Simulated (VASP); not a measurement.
# H: single point with PBEsol

The system is H.

```
H
1.0
     3.83898    0.00000    0.00000
    -1.91949    3.32465    0.00000
     0.00000    0.00000    5.04197
H
4
Direct
  0.33333 0.66667 0.17472
  0.66667 0.33333 0.67472
  0.66667 0.33333 0.82528
  0.33333 0.66667 0.32528
```

```json
{
  "Program": "VASP 6.6.1",
  "Task": "single point",
  "Functional": "PBEsol",
  "Potentials or basis": "VASP PAW PBE potentials, release 64 (H)",
  "Cutoff": "520 eV",
  "k mesh": "9 × 9 × 6",
  "Occupations": "gaussian, width 0.02 eV",
  "Spin": "no spin polarisation",
  "Dipole correction": "no",
  "Further INCAR settings": "ALGO = Normal; EDIFF = 1e-06; NBANDS = 10"
}
```

| Property | Result |
| --- | --- |
| Pressure | -0.1 GPa |
| Largest force | 0.005 eV/Å |
| Band gap on the k mesh | 9.11 eV, direct |

Forces in eV/Å, atoms in the order of the input:
```
H    0.000  0.000 -0.005
H    0.000  0.000 -0.005
H    0.000  0.000  0.005
H    0.000  0.000  0.005
```

Levels at points of the mesh, in eV from the valence-band top:
```tsv
k point	band 1	band 2	band 3	band 4	band 5
(0.00, 0.00, 0.00)	-1.47	0.00	9.11	11.94	14.90
(0.00, 0.00, 0.50)	-0.80	-0.80	10.24	10.24	16.99
```

It took 28 s on 1 thread of AMD EPYC 7R13 Processor (Zen 3), with other jobs on the host, peak memory 0.14 GiB.

Caveat: the PAW data sets were made with another functional, which shifts forces and pressure a little. PBEsol gaps usually lie below the measured ones, often by a third to a half.
